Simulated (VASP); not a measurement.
A run of VASP 6.6.1:

The input POSCAR:

```
KZnF3
1.0
    3.9649522400      0.0000000000      0.0000000000
    0.0000000000      3.9649522400      0.0000000000
    0.0000000000      0.0000000000      3.9649522400
K Zn F
1 1 3
Direct
    0.0000000000      0.0000000000      0.0000000000
    0.5000000000      0.5000000000      0.5000000000
    0.5000000000      0.5000000000      0.0000000000
    0.0000000000      0.5000000000      0.5000000000
    0.5000000000      0.0000000000      0.5000000000
```

File INCAR.step1:

```
ALGO = Normal ; EDIFF = 1E-4
ENCUT = 520 ; GGA = PE
ISMEAR = -1 ; LASPH = True
LCHARG = False ; LREAL = False
LWAVE = True ; NBANDS = 29
NELM = 60 ; PREC = Accurate
SIGMA = 0.02
```

INCAR.step2

```
ALGO = Normal ; EDIFF = 1E-6
ENCUT = 520 ; ISIF = 2
ISMEAR = -1 ; ISTART = 1
LASPH = True ; LCHARG = True
LELF = True ; LMIXTAU = True
LREAL = False ; LVHAR = True
LWAVE = False ; METAGGA = R2SCAN
NBANDS = 29 ; NELM = 60
PREC = Accurate ; SIGMA = 0.02
```

File KPOINTS:

```
k-points
0
Gamma
  8 8 8
```

Potentials or basis: VASP PAW PBE potentials, release 64 (K_sv, Zn, F).

The run is started by

```console
$ cat potpaw_PBE.64/K_sv/POTCAR potpaw_PBE.64/Zn/POTCAR potpaw_PBE.64/F/POTCAR > POTCAR
$ cp INCAR.step1 INCAR
$ mpirun -np 1 vasp_std > vasp.out
$ cp INCAR.step2 INCAR
$ mpirun -np 1 vasp_std > vasp.out
```

Hardware: 1 thread of Intel(R) Xeon(R) 6975P-C (Granite Rapids), on a shared host.

Question: Estimate the wall time of this run.

Answer: Wall time 110 s on 1 thread of Intel(R) Xeon(R) 6975P-C (Granite Rapids), with other jobs on the host, peak memory 0.21 GiB. Counts: k points 35.
